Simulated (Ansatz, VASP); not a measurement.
## Two plane-wave programs on Ta2N

Contents of INCAR:

```
SYSTEM = Ta2N
ALGO = Normal
EDIFF = 1E-7
ENCUT = 520
GGA = CA
ISIF = 2
ISMEAR = 0
LASPH = .True.
LCHARG = .True.
LELF = .True.
LREAL = .False.
LVHAR = .True.
LWAVE = .False.
NBANDS = 20
NELM = 60
PREC = Accurate
SIGMA = 0.15
```

The input KPOINTS:

```
k-points
0
Gamma
  18 18 10
  0 0 0
```

POSCAR

```
Ta2N
1.0
    3.0615062761      0.0000000000      0.0000000000
   -1.5307531381      2.6513422089      0.0000000000
    0.0000000000      0.0000000000      4.6605310040
Ta N
2 1
Direct
    0.6666666667      0.3333333333      0.7466885012
    0.3333333333      0.6666666667      0.2533114988
    0.0000000000      0.0000000000      0.0000000000
```

Input for Ansatz:

```yaml
crystal:
  lattice:
    - [3.0615062761, 0.0, 0.0]
    - [-1.5307531381, 2.6513422089, 0.0]
    - [0.0, 0.0, 4.660531004]
  atoms:
    - { symbol: Ta, position: [0.6666666667, 0.3333333333, 0.7466885012] }
    - { symbol: Ta, position: [0.3333333333, 0.6666666667, 0.2533114988] }
    - { symbol: "N", position: [0.0, 0.0, 0.0] }
basis:
  ecutwfc: 520.0
kpoints:
  mp_grid: { grid: [18, 18, 10] }
hamiltonian:
  xc: lda
  pseudopotentials: { kind: paw, azcp: { folder: soft_1 } }
scf:
  occupations: { method: gaussian, width: 0.15 }
output:
  forces: true
  stress: true
  eigenvalues: true
```

Alike in both runs: task single point; functional LDA; k mesh 18 × 18 × 10; occupations gaussian, width 0.15 eV; no spin polarisation.

```csv
,VASP,Ansatz
version,VASP 6.6.1,Ansatz 0.2.0
potentials or method,"VASP PAW LDA potentials, release 64 (Ta_pv, N), cutoff 520 eV","scalar-relativistic, plane waves, PAW"
valence electrons in the cell,27,31
```

```tsv
	VASP	Ansatz	Ansatz less VASP
gap on the k mesh at the Fermi level (eV)	none	none	-
pressure (GPa)	11.0	9.2	-1.74
traceless stress, the component that is largest in VASP (GPa)	4.48	4.57	+0.092
rms of the force components (eV/Å)	0.022	0.004	-0.0187
```

Ansatz warns that its potentials were made for another functional, while VASP's fit it. LDA's correlation is that of Perdew and Zunger in VASP and of Perdew and Wang (1992) in Ansatz. Atom by atom the forces differ by 0.026 eV/Å (rms over components). A gap of «none» marks a metal or a gap that the smearing closes. VASP's potentials hold 27 valence electrons a cell and Ansatz's 31, so a difference there can come from the potentials and not from the codes.

Spin-orbit coupling is off throughout.
